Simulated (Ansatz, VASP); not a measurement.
## Ni in VASP and in Ansatz

```
CELL_PARAMETERS angstrom
-1.49648 1.49648 1.16726
1.49648 -1.49648 1.16726
1.49648 1.49648 -1.16726
ATOMIC_POSITIONS crystal
Ni 0.00000 0.00000 0.00000
```

Alike in both runs: task single point; functional PBEsol; k mesh 34 × 34 × 34; occupations gaussian, width 0.15 eV; collinear spin.

```csv
,VASP,Ansatz
version,VASP 6.6.1,Ansatz 0.2.0
potentials or method,"VASP PAW PBE potentials, release 64 (Ni), cutoff 520 eV","scalar-relativistic, plane waves, PAW"
valence electrons in the cell,10,18
```

VASP gave:

- gap on the k mesh at the Fermi level (eV): none
- pressure (GPa): 3.7
- traceless stress, the component that is largest in VASP (GPa): 15.67
- net moment per atom (μB): 0.58
- size of the moment on the site where the two differ most (μB): 0.59

Question: What did Ansatz give for the same quantities?

Answer: gap on the k mesh at the Fermi level (eV): none; pressure (GPa): 3.8; traceless stress, the component that is largest in VASP (GPa): 15.83; net moment per atom (μB): 0.59; size of the moment on the site where the two differ most (μB): 0.63.

VASP's potentials were made for PBE, not for PBEsol. Site moments also hang on the region over which each program counts them. A gap of «none» marks a metal or a gap that the smearing closes. VASP's potentials hold 10 valence electrons a cell and Ansatz's 18, so a difference there can come from the potentials and not from the codes.
